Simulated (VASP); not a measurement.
A run of VASP 6.6.1 is set up as follows.

INCAR

```
SYSTEM = MnO2
PREC     = Accurate       ! precision mode
ENCUT    = 520            ! plane-wave cutoff, eV
EDIFF    = 1E-6           ! SCF threshold, eV
ISMEAR   = 0              ! smearing method
SIGMA    = 0.1            ! smearing width, eV
LREAL    = .False.        ! projectors in reciprocal space
LASPH    = .True.         ! aspherical terms in the spheres
NELM     = 150            ! most SCF steps
ALGO     = Normal         ! electronic algorithm
ISIF     = 2              ! what is computed and relaxed
LWAVE    = .False.        ! write WAVECAR
LCHARG   = .True.         ! write CHGCAR
ISPIN    = 2              ! spin polarisation
MAGMOM   = 2.91 2.91 0 0 0 0 ! initial moments
LORBIT   = 11             ! projections on sites
LMAXMIX  = 4              ! l up to which the mixer works
LDAU     = .True.         ! DFT+U
LDAUTYPE = 2            
LDAUL    = 2 -1           ! shell
LDAUU    = 3.9 0          ! U, eV
LDAUJ    = 0 0          
LDAUPRINT= 1            
GGA      = PE             ! functional
LELF     = .True.         ! ELF
LVHAR    = .True.       
NBANDS   = 38             ! bands
```

KPOINTS

```
Automatic mesh
0
Gamma
  4 4 8
  0 0 0
```

File POSCAR:

```
MnO2
1.0
    4.4575268699      0.0000000000      0.0000000000
    0.0000000000      4.4575268699      0.0000000000
    0.0000000000      0.0000000000      2.9428857190
Mn O
2 4
Direct
    0.0000000000      0.0000000000      0.0000000000
    0.5000000000      0.5000000000      0.5000000000
    0.3060876734      0.3060876734      0.0000000000
    0.1939123266      0.8060876734      0.5000000000
    0.6939123266      0.6939123266      0.0000000000
    0.8060876734      0.1939123266      0.5000000000
```

Potentials or basis: VASP PAW PBE potentials, release 64 (Mn_pv, O).

Run with:

```bash
$ cat potpaw_PBE.64/Mn_pv/POTCAR potpaw_PBE.64/O/POTCAR > POTCAR
$ mpirun -np 1 vasp_std > vasp.out
```

(1) Predict the site moments.

(2) Estimate the net moment.

(3) Estimate the largest force.

(4) Estimate the pressure.

## Answers

(1) Mn +3.13; O -0.07 μB.

(2) 6.08 μB per cell.

(3) 0.026 eV/Å.

(4) 0.7 GPa.

Caveat: only a ferromagnetic start was run, and an antiferromagnetic order may lie lower in energy.
